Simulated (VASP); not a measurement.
# C (P6_3/mmc) in VASP: notebook, part 2 of 2

VASP 6.6.1.

## 3. Relaxation of cell and atoms, PBE

This run uses another cell than the first one, of 11.15 Å³/atom, 1.084 times its volume.

Input file INCAR:

```
ALGO = Normal ; EDIFF = 1E-6
EDIFFG = -0.005 ; ENCUT = 600
GGA = PE ; IBRION = 2
ISIF = 3 ; ISMEAR = 0
LASPH = True ; LCHARG = False
LREAL = False ; LWAVE = False
NELM = 80 ; NSW = 100
PREC = Accurate ; SIGMA = 0.1
```

Input file KPOINTS:

```
k-points
0
Gamma
  18 18 6
```

Input file POSCAR:

```
C
1.0
    2.4665327885      0.0000000000      0.0000000000
   -1.2332663943      2.1360800541      0.0000000000
    0.0000000000      0.0000000000      8.4654495156
C
4
Direct
    0.0000000000      0.0000000000      0.2500000000
    0.0000000000      0.0000000000      0.7500000000
    0.3333333333      0.6666666667      0.2500000000
    0.6666666667      0.3333333333      0.7500000000
```

Potentials or basis: VASP PAW PBE potentials, release 64 (C).

Run with:

```sh
cat potpaw_PBE.64/C/POTCAR > POTCAR
mpirun -np 1 vasp_std > vasp.out
```

OUTCAR:

```text
EDIFF = 1E-6
   EDIFFG = -0.005
   ENCUT = 600
   GGA = PE
   IBRION = 2
   ISIF = 3
   ISMEAR = 0
   LASPH = True
   LREAL = False
   NELM = 80
   NSW = 100
   PREC = Accurate

 ion  position               nearest neighbor table
   1  0.000  0.000  0.250-   3 1.42   3 1.42   3 1.42
   2  0.000  0.000  0.750-   4 1.42   4 1.42   4 1.42
   3  0.333  0.667  0.250-   1 1.42   1 1.42   1 1.42
   4  0.667  0.333  0.750-   2 1.42   2 1.42   2 1.42

  LATTYP: Found a hexagonal cell.
 ALAT       =     2.4665327885
 C/A-ratio  =     3.4321252712

  Lattice vectors:

 A1 = (   2.4665327885,   0.0000000000,   0.0000000000)
 A2 = (  -1.2332663943,   2.1360800541,   0.0000000000)
 A3 = (   0.0000000000,   0.0000000000,   8.4654495156)

Analysis of symmetry for initial positions (statically):
=====================================================================
 Subroutine PRICEL returns:
 Original cell was already a primitive cell.

 Routine SETGRP: Setting up the symmetry group for a
 hexagonal supercell.

 Subroutine GETGRP returns: Found 24 space group operations
 (whereof 12 operations were pure point group operations)
 out of a pool of 24 trial point group operations.

The static configuration has the point symmetry D_3d.
 The point group associated with its full space group is D_6h.

Analysis of symmetry for dynamics (positions and initial velocities):
=====================================================================
 Subroutine PRICEL returns:
 Original cell was already a primitive cell.

 Routine SETGRP: Setting up the symmetry group for a
 hexagonal supercell.

 Subroutine GETGRP returns: Found 24 space group operations
 (whereof 12 operations were pure point group operations)
 out of a pool of 24 trial point group operations.

The dynamic configuration has the point symmetry D_3d.
 The point group associated with its full space group is D_6h.

[... 150 lines left out ...]
  free energy    TOTEN  =       -36.91390763 eV

  energy without entropy =      -36.91288176  energy(sigma->0) =      -36.91339469

------------------------ aborting loop because EDIFF is reached ----------------------------------------

  FORCE on cell =-STRESS in cart. coord.  units (eV):
  Direction    XX          YY          ZZ          XY          YZ          ZX
  --------------------------------------------------------------------------------------
  -------------------------------------------------------------------------------------
  Total        0.0376384      0.0376384     -0.0568416     -0.0000000     -0.0000000      0.0000000
  in kB        1.3520343      1.3520343     -2.0418422     -0.0000000     -0.0000000      0.0000000
  external PRESSURE =       0.2207421 kB  Pullay stress =       0.0000000 kB
[... 95 lines left out ...]
  FREE ENERGIE OF THE ION-ELECTRON SYSTEM (eV)
  ---------------------------------------------------
  free  energy   TOTEN  =       -36.9139304319 eV

  energy  without entropy=      -36.9129059600  energy(sigma->0) =      -36.91341820

[... ionic steps 4 to 11 ...]

--------------------------------------- Ionic step       12  -------------------------------------------

 number of electron      16.0000001 magnetization

------------------------ aborting loop because EDIFF is reached ----------------------------------------
[... 71 lines left out ...]
--------------------------------------- Ionic step       14  -------------------------------------------

 number of electron      16.0000001 magnetization

 Free energy of the ion-electron system (eV)
  ---------------------------------------------------
  ext. energy  EPLUGINS =         0.00000000
  ---------------------------------------------------
  free energy    TOTEN  =       -36.91620046 eV

  energy without entropy =      -36.91531283  energy(sigma->0) =      -36.91575664

 E-fermi :   3.2893     XC(G=0):  -9.1630

 val. band max:        3.2886166683   @ k =   0.3333   0.3333   0.1667
 cond. band min:       3.2902956752   @ k =   0.3333   0.3333   0.3333
 fundamental gap:      0.0016790068
 Fermi energy:         3.2893354967

 k-point     1 :       0.0000    0.0000    0.0000
  band No.  band energies     occupation
      1     -16.2536      2.00000
      2     -16.1836      2.00000
      3      -4.6810      2.00000
      4      -3.9274      2.00000
      5       0.2489      2.00000
      6       0.2489      2.00000
      7       0.2513      2.00000
      8       0.2513      2.00000
      9       6.6011      0.00000
     10      10.5980      0.00000
     11      11.5909      0.00000
     12      11.5912      0.00000
[... 331 lines left out ...]
 k-point    24 :       0.3889    0.1111    0.0000
  band No.  band energies     occupation
      1     -11.5615      2.00000
      2     -11.5165      2.00000
      3      -8.9272      2.00000
      4      -8.8936      2.00000
      5      -3.9524      2.00000
      6      -3.9386      2.00000
      7       0.5549      2.00000
      8       0.9694      2.00000
      9       5.2821      0.00000
     10       5.5930      0.00000
     11      11.8599      0.00000
     12      11.9792      0.00000

 [... further k-points ...]
[... 5 lines left out ...]
  --------------------------------------------------------------------------------------
  -------------------------------------------------------------------------------------
  Total       -0.0130029     -0.0130029     -0.0190209      0.0000000     -0.0000000      0.0000000
  in kB       -0.4968024     -0.4968024     -0.7267332      0.0000000     -0.0000000      0.0000000
  external PRESSURE =      -0.5734460 kB  Pullay stress =       0.0000000 kB
[... 19 lines left out ...]
  FREE ENERGIE OF THE ION-ELECTRON SYSTEM (eV)
  ---------------------------------------------------
  free  energy   TOTEN  =       -36.9162004557 eV

  energy  without entropy=      -36.9153128295  energy(sigma->0) =      -36.91575664

 reached required accuracy - stopping structural energy minimisation
```

OSZICAR:

```text
N       E                     dE             d eps       ncg     rms          rms(c)
DAV:   1     0.724477659633E+02    0.72448E+02   -0.86432E+03  3552   0.134E+03
DAV:   2    -0.335489855015E+02   -0.10600E+03   -0.96241E+02  5108   0.247E+02
DAV:   3    -0.393056912608E+02   -0.57567E+01   -0.56924E+01  4412   0.596E+01
DAV:   4    -0.393995997471E+02   -0.93908E-01   -0.93769E-01  4528   0.868E+00
[... 106 lines left out ...]
DAV:   1    -0.369166401734E+02   -0.45705E-03   -0.15697E-02  3576   0.103E+00    0.797E-02
DAV:   2    -0.369163367469E+02    0.30343E-03   -0.37620E-04  3608   0.151E-01    0.440E-02
DAV:   3    -0.369161989300E+02    0.13782E-03   -0.42972E-04  4044   0.142E-01    0.134E-02
DAV:   4    -0.369162002175E+02   -0.12875E-05   -0.95688E-06  4072   0.257E-02    0.155E-02
DAV:   5    -0.369162004557E+02   -0.23825E-06   -0.94130E-06  3784   0.270E-02
  14 F= -.36916200E+02 E0= -.36915757E+02  d E =-.109440E-03
```

Wall time 15 min (1 thread of AMD EPYC 7R13, shared host); peak memory 0.19 GiB.

Results:

| Property | Result |
| --- | --- |
| Free energy | -36.9162 eV |
| Relaxed volume | 10.48 Å³/atom |
| Relaxed cell | a = 2.467 Å, b = 2.467 Å, c = 7.958 Å, α = 90.00°, β = 90.00°, γ = 120.00° |
| Space group after relaxing (to 0.05 Å) | P6_3/mmc (No. 194) |
| Energy gained by relaxing | 0.6 meV/atom |
| Ionic steps | 14 |
| Pressure after relaxing | -0.1 GPa |
| Band gap on the k mesh | zero (filled and empty bands overlap) |

Step by step:
```csv
step,energy change (eV),largest force (eV/Å),pressure (GPa),volume (Å³)
1,0.0000,0.0000,0.02,44.60
2,0.0000,0.0000,-0.28,44.61
3,0.0000,0.0000,-0.16,44.61
4,-0.0001,0.0000,-0.15,44.58
5,-0.0002,0.0000,-0.13,44.50
6,-0.0004,0.0000,-0.10,44.34
7,-0.0007,0.0000,-0.05,44.01
8,-0.0014,0.0000,0.08,43.36
9,-0.0022,0.0000,0.37,42.07
10,-0.0022,0.0000,0.28,42.03
11,-0.0022,0.0000,0.23,42.02
12,-0.0023,0.0000,0.20,42.01
13,-0.0023,0.0000,0.14,41.98
14,-0.0023,0.0000,-0.06,41.93
```

Final structure:
```
CELL_PARAMETERS angstrom
2.46677 0.00000 0.00000
-1.23339 2.13629 0.00000
0.00000 0.00000 7.95755
ATOMIC_POSITIONS crystal
C 0.00000 0.00000 0.25000
C 0.00000 0.00000 0.75000
C 0.33333 0.66667 0.25000
C 0.66667 0.33333 0.75000
```

Caveat: this functional lacks dispersion, which binds the layers, so the pressure and a relaxed spacing across them are unreliable.

## 4. Single point, PBE (biaxial strain in the a-b plane: +4.5 %)

Input file INCAR:

```
SYSTEM = C
PREC = Accurate
ENCUT = 520
EDIFF = 1E-6
ISMEAR = 0
SIGMA = 0.1
LREAL = .False.
LASPH = .True.
NELM = 80
ALGO = Normal
ISIF = 2
LWAVE = .False.
LCHARG = .False.
GGA = PE
NBANDS = 16
```

Input file KPOINTS:

```
regular mesh
0
Gamma
  24 24 6
  0 0 0
```

Input file POSCAR:

```
C
1.0
    2.5775267841      0.0000000000      0.0000000000
   -1.2887633920      2.2322036740      0.0000000000
    0.0000000000      0.0000000000      8.2368819712
C
4
Direct
    0.0000000000      0.0000000000      0.2500000000
    0.0000000000      0.0000000000      0.7500000000
    0.3333333333      0.6666666667      0.2500000000
    0.6666666667      0.3333333333      0.7500000000
```

Run with:

```sh
cat potpaw_PBE.64/C/POTCAR > POTCAR
mpirun -np 1 vasp_std > vasp.out
```

Run time: 4.8 min. Hardware: 1 thread of AMD EPYC 7R13, shared host; peak memory 0.23 GiB.

Results (log left out):

```
Free energy            : -36.4265 eV
Pressure               : -24.0 GPa
Band gap on the k mesh : zero (filled and empty bands touch)
```

Stress tensor (GPa, compression positive):
```
-36.13   0.00   0.00
  0.00 -36.13   0.00
  0.00   0.00   0.12
```

Levels at points of the mesh, in eV from the Fermi level:
```
           k point  band 5  band 6  band 7  band 8  band 9  band 10  band 11  band 12
(0.00, 0.00, 0.00)   -3.07   -3.07   -3.07   -3.07    3.63     7.25     7.48     7.48
(0.50, 0.00, 0.00)   -6.05   -6.04   -2.22   -2.01    1.50     1.75     6.08     6.16
(0.00, 0.00, 0.50)   -3.07   -3.07   -3.07   -3.07    5.05     5.05     7.48     7.48
(0.50, 0.00, 0.50)   -6.05   -6.05   -2.11   -2.11    1.60     1.60     6.12     6.12
```

Caveat: the cell differs from its parent crystal (biaxial strain in the a-b plane: +4.5 %); this functional lacks dispersion, which binds the layers, so the pressure and a relaxed spacing across them are unreliable.

## 5. Single point, PBE (biaxial strain in the a-b plane: +3.0 %, then relaxed in part)

Input file INCAR:

```
  PREC = Accurate
  ENCUT = 520
  EDIFF = 1E-6
  ISMEAR = 0
  SIGMA = 0.1
  LREAL = False
  LASPH = True
  NELM = 100
  ALGO = Normal
  ISIF = 2
  LWAVE = False
  LCHARG = False
  GGA = PE
  NBANDS = 16
```

Input file KPOINTS:

```
Automatic mesh
0
Gamma
  24 24 6
```

Input file POSCAR:

```
C
1.0
    2.5405287920      0.0000000000      0.0000000000
   -1.2702643960      2.2001624729      0.0000000000
    0.0000000000      0.0000000000      8.7038361006
C
4
Direct
    0.0000000000      0.0000000000      0.2500000000
    0.0000000000      0.0000000000      0.7500000000
    0.3333333333      0.6666666667      0.2500000000
    0.6666666667      0.3333333333      0.7500000000
```

Run with:

```sh
cat potpaw_PBE.64/C/POTCAR > POTCAR
mpirun -np 1 vasp_std > vasp.out
```

Run time: 5.9 min. Hardware: 1 thread of AMD EPYC 7R13, shared host; peak memory 0.23 GiB.

It converged, with:

| Property | Result |
| --- | --- |
| Free energy | -36.6891 eV |
| Pressure | -16.2 GPa |
| Band gap on the k mesh | zero (filled and empty bands touch) |

Stress tensor (GPa, compression positive):
```
-24.32   0.00   0.00
  0.00 -24.32   0.00
  0.00   0.00  -0.04
```

Levels at points of the mesh, in eV from the Fermi level:
| k point | band 4 | band 5 | band 6 | band 7 | band 8 | band 9 | band 10 | band 11 | band 12 | band 13 |
| --- | --- | --- | --- | --- | --- | --- | --- | --- | --- | --- |
| (0.00, 0.00, 0.00) | -6.80 | -3.07 | -3.07 | -3.07 | -3.07 | 3.33 | 6.45 | 7.74 | 7.74 | 7.74 |
| (0.50, 0.00, 0.00) | -12.68 | -6.17 | -6.17 | -2.26 | -2.13 | 1.55 | 1.73 | 6.49 | 6.54 | 10.41 |
| (0.00, 0.00, 0.50) | -7.04 | -3.07 | -3.07 | -3.07 | -3.07 | 4.52 | 4.52 | 7.74 | 7.74 | 7.74 |
| (0.50, 0.00, 0.50) | -12.68 | -6.17 | -6.17 | -2.19 | -2.19 | 1.63 | 1.63 | 6.52 | 6.52 | 11.15 |

Caveat: the cell differs from its parent crystal (biaxial strain in the a-b plane: +3.0 %, then relaxed in part); this functional lacks dispersion, which binds the layers, so the pressure and a relaxed spacing across them are unreliable.

## 6. Summary

```tsv
task	cell	k mesh	cutoff (eV)	gap on the mesh (eV)	pressure (GPa)	relaxed volume (Å³/atom)
relaxation of cell and atoms	relaxed from a = 2.467, b = 2.467, c = 7.803 Å, angles 90.0, 90.0, 120.0°, 4 atoms	18 × 18 × 6	600	none	0.0	10.39
relaxation of cell and atoms	relaxed from a = 2.467, b = 2.467, c = 8.465 Å, angles 90.0, 90.0, 120.0°, 4 atoms	18 × 18 × 6	600	none	-0.1	10.48
single point	a = 2.578, b = 2.578, c = 8.237 Å, angles 90.0, 90.0, 120.0°, 4 atoms	24 × 24 × 6	520	none	-24.0	-
single point	a = 2.541, b = 2.541, c = 8.704 Å, angles 90.0, 90.0, 120.0°, 4 atoms	24 × 24 × 6	520	none	-16.2	-
```

Alike in all rows: level PBE; potentials or basis VASP PAW PBE potentials, release 64 (C); no spin polarisation; smearing gaussian 0.1 eV.

Caveats: this functional lacks dispersion, which binds the layers, so the pressure and a relaxed spacing across them are unreliable.

Total energies depend on the potentials used, so only differences within one code and one set of settings carry meaning.
